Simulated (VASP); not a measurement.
Write the native input for VASP 6.6.1 that does the following.

```
Task                   : single point
Functional             : PBEsol
Potentials or basis    : VASP PAW PBE potentials, release 64 (Si, W_sv)
Cutoff                 : 520 eV
k mesh                 : 18 × 18 × 18
Occupations            : fermi-dirac, width 0.03 eV
Spin                   : no spin polarisation
Dipole correction      : no
Further INCAR settings : ALGO = Normal; EDIFF = 1e-06; NBANDS = 18
```

The structure of Si2W lies in POSCAR:

```
Si2W
1.0
   -1.6374981928      1.6374981928      4.0172745203
    1.6374981928     -1.6374981928      4.0172745203
    1.6374981928      1.6374981928     -4.0172745203
Si W
2 1
Direct
    0.3330000000      0.3330000000      0.0000000000
    0.6670000000      0.6670000000      0.0000000000
    0.0000000000      0.0000000000      0.0000000000
```

These files were run (other wordings do the same):

INCAR

```
ALGO = Normal ; EDIFF = 1E-6
ENCUT = 520 ; GGA = PS
ISIF = 2 ; ISMEAR = -1
LASPH = T ; LCHARG = T
LELF = T ; LREAL = F
LVHAR = T ; LWAVE = F
NBANDS = 18 ; NELM = 60
PREC = Accurate ; SIGMA = 0.03
```

KPOINTS

```
k-points
0
Gamma
  18 18 18
```

Potentials or basis: VASP PAW PBE potentials, release 64 (Si, W_sv).

The run is started by

```bash
$ cat potpaw_PBE.64/Si/POTCAR potpaw_PBE.64/W_sv/POTCAR > POTCAR
$ mpirun -np 1 vasp_std > vasp.out
```

Results of the run:

The pressure is -14.6 GPa, the largest force is 0.379 eV/Å and the band gap on the k mesh is zero (bands 11 and 12 overlap by 1.25 eV).

Caveat: the cell stands under tension; the PAW data sets were made with another functional, which shifts forces and pressure a little; spin-orbit coupling is left out, which moves the levels of the heavy elements.

Run time: 4.3 min on 1 thread of Intel(R) Xeon(R) 6975P-C (Granite Rapids) (shared host), peak memory 0.46 GiB.
